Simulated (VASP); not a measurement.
# Be8H (P-42m) in VASP: a series of runs

Be8H is run at these levels: PBE; tasks: single point.

Everything below comes from runs of VASP 6.6.1. Logs are shortened: lines on timing, memory, paths and dates and some standing lists are left out, and cuts for length are marked.

## (1) The cell of the first run

The structure is tetragonal, space group P-42m (No. 111). The conventional cell has a = 3.251 Å, b = 3.251 Å, c = 6.543 Å, α = 90.00°, β = 90.00°, γ = 90.00°. Be (site symmetry m) has 1 H at 1.52 Å within 2.0 Å. Be (site symmetry m) has 12 Be at 2.23 to 2.31 Å and 1 H at 2.76 Å within 2.9 Å. H (site symmetry -42m) has 4 Be at 1.52 Å within 2.0 Å.

## (2) Single point, PBE

INCAR

```
PREC = Accurate
ENCUT = 520
EDIFF = 1E-6
ISMEAR = 0
SIGMA = 0.1
LREAL = F
LASPH = T
NELM = 60
ALGO = Fast
ISIF = 2
LWAVE = F
LCHARG = F
GGA = PE
NBANDS = 18
```

KPOINTS

```
regular mesh
0
Gamma
  4 6 6
```

POSCAR

```
Be8H
1.0
    6.5425440053      0.0000000000      0.0000000000
    0.0000000000      3.2511457139      0.0000000000
    0.0000000000      0.0000000000      3.2511513436
Be H
8 1
Direct
    0.3964509606      0.7447459769      0.7447455769
    0.8674426788      0.7483779170      0.7483779774
    0.1035490394      0.2552540231      0.7447455769
    0.6325573212      0.2516220830      0.7483779774
    0.1035490394      0.7447459769      0.2552544231
    0.6325573212      0.7483779170      0.2516220226
    0.3964509606      0.2552540231      0.2552544231
    0.8674426788      0.2516220830      0.2516220226
    0.2500000000      0.0000000000      0.0000000000
```

Potentials or basis: VASP PAW PBE potentials, release 64 (Be, H).

Launch:

```console
> cat potpaw_PBE.64/Be/POTCAR potpaw_PBE.64/H/POTCAR > POTCAR
> mpirun -np 1 vasp_std > vasp.out
```

OUTCAR:

```text
PREC = Accurate
   ENCUT = 520
   EDIFF = 1E-6
   ISMEAR = 0
   LREAL = F
   LASPH = T
   NELM = 60
   ISIF = 2
   GGA = PE

 ion  position               nearest neighbor table
   1  0.396  0.745  0.745-   9 1.52   4 2.23   6 2.23   7 2.25   4 2.26   6 2.26   7 2.30   7 2.30
                             7 2.35
   2  0.867  0.748  0.748-   3 2.23   5 2.23   4 2.23   6 2.23   4 2.24   6 2.24   3 2.26   5 2.26
                             8 2.28   8 2.30   8 2.30   8 2.31
   3  0.104  0.255  0.745-   9 1.52   2 2.23   8 2.23   5 2.25   2 2.26   8 2.26   5 2.30   5 2.30
                             5 2.35
   4  0.633  0.252  0.748-   1 2.23   7 2.23   2 2.23   8 2.23   2 2.24   8 2.24   1 2.26   7 2.26
                             6 2.28   6 2.30   6 2.30   6 2.31
   5  0.104  0.745  0.255-   9 1.52   8 2.23   2 2.23   3 2.25   8 2.26   2 2.26   3 2.30   3 2.30
                             3 2.35
   6  0.633  0.748  0.252-   7 2.23   1 2.23   8 2.23   2 2.23   8 2.24   2 2.24   7 2.26   1 2.26
                             4 2.28   4 2.30   4 2.30   4 2.31
   7  0.396  0.255  0.255-   9 1.52   6 2.23   4 2.23   1 2.25   6 2.26   4 2.26   1 2.30   1 2.30
                             1 2.35
   8  0.867  0.252  0.252-   5 2.23   3 2.23   6 2.23   4 2.23   6 2.24   4 2.24   5 2.26   3 2.26
                             2 2.28   2 2.30   2 2.30   2 2.31
   9  0.250  0.000  0.000-   1 1.52   3 1.52   5 1.52   7 1.52

  LATTYP: Found a simple tetragonal cell.
 ALAT       =     3.2511457139
 C/A-ratio  =     2.0123810438

  Lattice vectors:

 A1 = (   0.0000000000,   3.2511457139,   0.0000000000)
 A2 = (   0.0000000000,   0.0000000000,   3.2511513436)
 A3 = (   6.5425440053,   0.0000000000,   0.0000000000)

Analysis of symmetry for initial positions (statically):
=====================================================================
 Subroutine PRICEL returns:
 Original cell was already a primitive cell.

 Routine SETGRP: Setting up the symmetry group for a
 simple tetragonal supercell.

 Subroutine GETGRP returns: Found  8 space group operations
 (whereof  4 operations were pure point group operations)
 out of a pool of 16 trial point group operations.

The static configuration has the point symmetry C_2v.
 The point group associated with its full space group is D_2d.

Analysis of symmetry for dynamics (positions and initial velocities):
=====================================================================
 Subroutine PRICEL returns:
 Original cell was already a primitive cell.

 Routine SETGRP: Setting up the symmetry group for a
 simple tetragonal supercell.

 Subroutine GETGRP returns: Found  8 space group operations
 (whereof  4 operations were pure point group operations)
 out of a pool of 16 trial point group operations.

The dynamic configuration has the point symmetry C_2v.
 The point group associated with its full space group is D_2d.

 Subroutine INISYM returns: Found  8 space group operations
 (whereof  4 operations are pure point group operations),
 and found     1 'primitive' translations

----------------------------------------------------------------------------------------

                                     Primitive cell

  volume of cell :      69.1545

  direct lattice vectors                    reciprocal lattice vectors
     6.542544005  0.000000000  0.000000000     0.152845743  0.000000000  0.000000000
     0.000000000  3.251145714  0.000000000     0.000000000  0.307583876  0.000000000
     0.000000000  0.000000000  3.251151344     0.000000000  0.000000000  0.307583343

  length of vectors
     6.542544005  3.251145714  3.251151344     0.152845743  0.307583876  0.307583343

  position of ions in fractional coordinates (direct lattice)
     0.396450961  0.744745977  0.744745577
     0.867442679  0.748377917  0.748377977
     0.103549039  0.255254023  0.744745577
     0.632557321  0.251622083  0.748377977
     0.103549039  0.744745977  0.255254423
     0.632557321  0.748377917  0.251622023
     0.396450961  0.255254023  0.255254423
     0.867442679  0.251622083  0.251622023
     0.250000000  0.000000000  0.000000000

  ion indices of the primitive-cell ions
   primitive index   ion index
                 1           1
                 2           2
                 3           3
                 4           4
                 5           5
                 6           6
                 7           7
                 8           8
                 9           9

----------------------------------------------------------------------------------------

 KPOINTS: regular mesh

Automatic generation of k-mesh.
 Grid dimensions read from file:
 generate k-points for:    4    6    6

 Generating k-lattice:

  Cartesian coordinates                     Fractional coordinates (reciprocal lattice)
     0.038211436  0.000000000  0.000000000     0.250000000  0.000000000  0.000000000
     0.000000000  0.051263979  0.000000000     0.000000000  0.166666667  0.000000000
     0.000000000  0.000000000  0.051263891     0.000000000  0.000000000  0.166666667

  Length of vectors
     0.038211436  0.051263979  0.051263891

  Shift w.r.t. Gamma in fractional coordinates (k-lattice)
     0.000000000  0.000000000  0.000000000

 Subroutine IBZKPT returns following result:
 ===========================================

 Found     30 irreducible k-points:

 Following reciprocal coordinates:
            Coordinates               Weight
  0.000000  0.000000  0.000000      1.000000
  0.250000  0.000000  0.000000      2.000000
  0.500000  0.000000  0.000000      1.000000
  0.000000  0.166667  0.000000      4.000000
  0.250000  0.166667  0.000000      8.000000
  0.500000  0.166667  0.000000      4.000000
[... 16 lines left out ...]
  0.250000  0.333333  0.333333      8.000000
  0.500000  0.333333  0.333333      4.000000
 [... further k-points ...]
   k-points           NKPTS =     30   k-points in BZ     NKDIM =     30   number of bands    NBANDS=     18
   number of dos      NEDOS =    301   number of ions     NIONS =      9
   total plane-waves  NPLWV =  28800
   dimension x,y,z NGX =    50 NGY =   24 NGZ =   24
   dimension x,y,z NGXF=   100 NGYF=   48 NGZF=   48
   ions per type =               8   1
   NGX,Y,Z   is equivalent  to a cutoff of  12.70, 12.27, 12.27 a.u.
   NGXF,Y,Z  is equivalent  to a cutoff of  25.41, 24.54, 24.54 a.u.
 SYSTEM =  unknown system
   PREC   = accura    normal or accurate (medium, high low for compatibility)
   ISTART =      0    job   : 0-new  1-cont  2-samecut
   ICHARG =      2    charge: 1-file 2-atom 10-const
   ISPIN  =      1    spin polarized calculation?
   LNONCOLLINEAR =      F non collinear calculations
   LSORBIT =      F    spin-orbit coupling
   LASPH  =      T    aspherical Exc in radial PAW
   ENCUT  =  520.0 eV  38.22 Ry    6.18 a.u.  12.16  6.04  6.04*2*pi/ulx,y,z
   NELM   =     60;   NELMIN=  2; NELMDL= -5     # of ELM steps
   EDIFF  = 0.1E-05   stopping-criterion for ELM
   LREAL  =      F    real-space projection
[... 7 lines left out ...]
   TEBEG  =    0.0;   TEEND  =   0.0 temperature during run
   PSTRESS=    0.0 pullay stress
   NELECT =      17.0000    total number of electrons
   NUPDOWN=      -1.0000    fix difference up-down
   EMIN   =  10.00;   EMAX   =-10.00  energy-range for DOS
   EFERMI =   0.00;   METHOD = LEGACY
   ISMEAR =     0;   SIGMA  =   0.10  broadening in eV -4-tet -1-fermi 0-gaus
   EFERMI_NEDOS =   21; number of points for ismear=-14 and -15
   IALGO  =     68    algorithm
   IMIX   =      4    mixing-type and parameters
     AMIX     =   0.40;   BMIX     =  1.00
     AMIX_MAG =   1.60;   BMIX_MAG =  1.00
  volume/ion in A,a.u.               =       7.68        51.85
  Fermi-wavevector in a.u.,A,eV,Ry     =   1.025536  1.937983 14.309584  1.051725
  Thomas-Fermi vector in A             =   2.159382
   LORBIT       =      0    0 simple, 1 ext, 2 COOP (PROOUT), +10 PAW based schemes
   GGA     = PE    functional components
   LHFCALC =     F    Hartree Fock is set to
   AEXX    =    0.0000 exact exchange contribution
   IVDW    =     0    specifies the selected vdW correction
   LEPSILON=     F    determine dielectric tensor
   LRPA    =     F    only Hartree local field effects (RPA)
 non-spin polarized calculation
 RMM-DIIS sequential band-by-band and
 Gauss-broadening in eV      SIGMA  =   0.10
  energy-cutoff  :      520.00
  volume of cell :       69.15
 maximum number of plane-waves:      1888
 NGX is ok and might be reduce to    50
   NGX = 25   NGY = 13   NGZ = 13

 number of electron      16.9999999 magnetization

 Free energy of the ion-electron system (eV)
  ---------------------------------------------------
  ext. energy  EPLUGINS =         0.00000000
  ---------------------------------------------------
  free energy    TOTEN  =       -31.38779374 eV

  energy without entropy =      -31.37499516  energy(sigma->0) =      -31.38139445

 E-fermi :   6.6430     XC(G=0): -10.4519

 val. band max:        6.6427609492   @ k =   0.0000   0.1667   0.1667
 cond. band min:       6.6623600061   @ k =   0.5000   0.3333   0.0000
 fundamental gap:      0.0195990569
 Fermi energy:         6.6430148995

 k-point     1 :       0.0000    0.0000    0.0000
  band No.  band energies     occupation
      1      -5.3809      2.00000
      2      -2.8802      2.00000
      3      -1.8644      2.00000
      4       2.7392      2.00000
      5       4.4050      2.00000
      6       4.4542      2.00000
[... 10 lines left out ...]
     17      14.8019      0.00000
     18      15.6236      0.00000

 k-point     2 :       0.2500    0.0000    0.0000
  band No.  band energies     occupation
      1      -5.2889      2.00000
      2      -3.4880      2.00000
      3      -0.9515      2.00000
      4       2.4120      2.00000
      5       4.0479      2.00000
      6       4.5991      2.00000
[... 10 lines left out ...]
     17      14.4505      0.00000
     18      14.8188      0.00000

 k-point     3 :       0.5000    0.0000    0.0000
  band No.  band energies     occupation
      1      -5.1680      2.00000
      2      -3.8869      2.00000
      3       0.0172      2.00000
      4       1.6115      2.00000
      5       4.0429      2.00000
      6       4.9354      2.00000
[... 10 lines left out ...]
     17      13.1948      0.00000
     18      14.8356      0.00000

 k-point     4 :       0.0000    0.1667    0.0000
  band No.  band energies     occupation
      1      -5.1080      2.00000
      2      -2.6129      2.00000
      3      -1.5756      2.00000
      4       2.0802      2.00000
      5       3.6867      2.00000
      6       4.8195      2.00000
[... 375 lines left out ...]
      4       1.1549      2.00000
      5       1.4511      2.00000
      6       2.2877      2.00000
[... 10 lines left out ...]
     17      14.7698      0.00000
     18      15.0271      0.00000

 k-point    23 :       0.2500    0.3333    0.3333
  band No.  band energies     occupation
      1      -3.3247      2.00000
      2      -1.3235      2.00000
      3       0.3981      2.00000
      4       1.5772      2.00000
      5       1.7249      2.00000
      6       2.1423      2.00000
[... 10 lines left out ...]
     17      14.9405      0.00000
     18      16.1428      0.00000

 k-point    24 :       0.5000    0.3333    0.3333
  band No.  band energies     occupation
      1      -3.2618      2.00000
      2      -1.5680      2.00000
      3       0.4738      2.00000
      4       1.8379      2.00000
      5       1.8462      2.00000
      6       2.0608      2.00000
[... 10 lines left out ...]
     17      15.7209      0.00000
     18      17.8360      0.00000

 [... further k-points ...]

------------------------ aborting loop because EDIFF is reached ----------------------------------------

  FORCE on cell =-STRESS in cart. coord.  units (eV):
  Direction    XX          YY          ZZ          XY          YZ          ZX
  --------------------------------------------------------------------------------------
  -------------------------------------------------------------------------------------
  Total        0.0587458      0.0484478      0.0484480      0.0000000      0.0000000      0.0000000
  in kB        1.3610286      1.1224439      1.1224478      0.0000000      0.0000000      0.0000000
  external PRESSURE =       1.2019734 kB  Pullay stress =       0.0000000 kB

 VOLUME and BASIS-vectors are now :
 -----------------------------------------------------------------------------
  energy-cutoff  :      520.00
  volume of cell :       69.15
      direct lattice vectors                 reciprocal lattice vectors
     6.542544005  0.000000000  0.000000000     0.152845743  0.000000000  0.000000000
     0.000000000  3.251145714  0.000000000     0.000000000  0.307583876  0.000000000
     0.000000000  0.000000000  3.251151344     0.000000000  0.000000000  0.307583343

 POSITION                                       TOTAL-FORCE (eV/Angst)
 -----------------------------------------------------------------------------------
      2.59380      2.42128      2.42128        -0.002948     -0.002081     -0.002081
      5.67528      2.43309      2.43309        -0.003562      0.000021      0.000021
      0.67747      0.82987      2.42128         0.002948      0.002081     -0.002081
      4.13853      0.81806      2.43309         0.003562     -0.000021      0.000021
      0.67747      2.42128      0.82987         0.002948     -0.002081      0.002081
      4.13853      2.43309      0.81806         0.003562      0.000021     -0.000021
      2.59380      0.82987      0.82987        -0.002948      0.002081      0.002081
      5.67528      0.81806      0.81806        -0.003562     -0.000021     -0.000021
      1.63564      0.00000      0.00000        -0.000000      0.000000     -0.000000
 -----------------------------------------------------------------------------------
    total drift:                                0.000000      0.000000      0.000000

  FREE ENERGIE OF THE ION-ELECTRON SYSTEM (eV)
  ---------------------------------------------------
  free  energy   TOTEN  =       -31.3877937389 eV

  energy  without entropy=      -31.3749951608  energy(sigma->0) =      -31.38139445
```

It took 22 s on 1 thread of AMD EPYC 9R45 (Zen 5), shared host; peak memory 0.14 GiB.

What came out:

```
Free energy   : -31.3878 eV
Pressure      : 0.1 GPa
Largest force : 0.004 eV/Å
```

Forces on the atoms (eV/Å):
```
Be  -0.003 -0.002 -0.002
Be  -0.004  0.000  0.000
Be   0.003  0.002 -0.002
Be   0.004  0.000  0.000
Be   0.003 -0.002  0.002
Be   0.004  0.000  0.000
Be  -0.003  0.002  0.002
Be  -0.004  0.000  0.000
H    0.000  0.000  0.000
```

Levels at points of the mesh, in eV from the Fermi level:
| k point | band 4 | band 5 | band 6 | band 7 | band 8 | band 9 | band 10 | band 11 | band 12 | band 13 |
| --- | --- | --- | --- | --- | --- | --- | --- | --- | --- | --- |
| (0.00, 0.00, 0.00) | -3.90 | -2.24 | -2.19 | 0.15 | 0.59 | 0.81 | 1.61 | 3.08 | 3.15 | 3.15 |
| (0.50, 0.00, 0.00) | -5.03 | -2.60 | -1.71 | -1.66 | -1.07 | 3.35 | 3.35 | 3.40 | 3.40 | 4.21 |
| (0.00, 0.50, 0.00) | -5.93 | -5.86 | -5.66 | -0.54 | 0.95 | 1.14 | 1.26 | 2.91 | 3.05 | 3.90 |
| (0.50, 0.50, 0.00) | -7.59 | -4.03 | -2.61 | -2.54 | -2.41 | 1.14 | 1.68 | 1.78 | 2.14 | 6.03 |
| (0.00, 0.50, 0.50) | -5.75 | -5.18 | -4.71 | -4.71 | -4.70 | -1.73 | -0.14 | -0.14 | -0.11 | 3.72 |
| (0.50, 0.50, 0.50) | -5.43 | -5.43 | -5.25 | -5.25 | -5.13 | -0.88 | 1.25 | 1.26 | 1.26 | 2.13 |

## (3) Single point, PBE

INCAR

```
PREC = Accurate ; ENCUT = 520
EDIFF = 1E-7 ; ISMEAR = 0
SIGMA = 0.1 ; LREAL = False
LASPH = True ; NELM = 100
ALGO = Fast ; ISIF = 2
LWAVE = False ; LCHARG = False
GGA = PE ; NBANDS = 18
```

KPOINTS

```
Automatic mesh
0
Gamma
  6 10 10
```

POSCAR

```
Be8H
1.0
    6.5698210302      0.0000000000      0.0000000000
    0.0000000000      3.2438134052      0.0000000000
    0.0000000000      0.0000000000      3.2438134052
Be H
8 1
Direct
    0.3965508063      0.7458608997      0.7458608997
    0.8676515997      0.7492090533      0.7492090533
    0.1034491937      0.2541391003      0.7458608997
    0.6323484003      0.2507909467      0.7492090533
    0.1034491937      0.7458608997      0.2541391003
    0.6323484003      0.7492090533      0.2507909467
    0.3965508063      0.2541391003      0.2541391003
    0.8676515997      0.2507909467      0.2507909467
    0.2500000000      0.0000000000      0.0000000000
```

Potentials or basis: VASP PAW PBE potentials, release 64 (Be, H).

Launch:

```console
> cat potpaw_PBE.64/Be/POTCAR potpaw_PBE.64/H/POTCAR > POTCAR
> mpirun -np 1 vasp_std > vasp.out
```

Wall time 76 s (1 thread of AMD EPYC 9R45 (Zen 5), shared host); peak memory 0.18 GiB.

It converged, with:

```
Free energy   : -31.3967 eV
Pressure      : 0.1 GPa
Largest force : 0.004 eV/Å
```

Forces in eV/Å, atoms in the order of the input:
```
Be   0.001 -0.003 -0.003
Be  -0.002  0.000  0.000
Be  -0.001  0.003 -0.003
Be   0.002  0.000  0.000
Be  -0.001 -0.003  0.003
Be   0.002  0.000  0.000
Be   0.001  0.003  0.003
Be  -0.002  0.000  0.000
H    0.000  0.000  0.000
```

Levels at points of the mesh, in eV from the Fermi level:
| k point | band 4 | band 5 | band 6 | band 7 | band 8 | band 9 | band 10 | band 11 | band 12 | band 13 |
| --- | --- | --- | --- | --- | --- | --- | --- | --- | --- | --- |
| (0.00, 0.00, 0.00) | -3.99 | -2.28 | -2.27 | 0.11 | 0.53 | 0.74 | 1.56 | 2.90 | 3.13 | 3.13 |
| (0.50, 0.00, 0.00) | -5.16 | -2.63 | -1.74 | -1.69 | -1.10 | 3.34 | 3.34 | 3.38 | 3.38 | 4.12 |
| (0.00, 0.50, 0.00) | -6.02 | -5.94 | -5.72 | -0.65 | 0.88 | 1.12 | 1.18 | 2.80 | 2.96 | 3.84 |
| (0.50, 0.50, 0.00) | -7.64 | -4.14 | -2.69 | -2.66 | -2.51 | 1.11 | 1.69 | 1.73 | 2.16 | 5.97 |
| (0.00, 0.50, 0.50) | -5.78 | -5.26 | -4.78 | -4.78 | -4.76 | -1.80 | -0.20 | -0.20 | -0.15 | 3.55 |
| (0.50, 0.50, 0.50) | -5.49 | -5.49 | -5.30 | -5.30 | -5.17 | -0.99 | 1.18 | 1.18 | 1.19 | 2.04 |
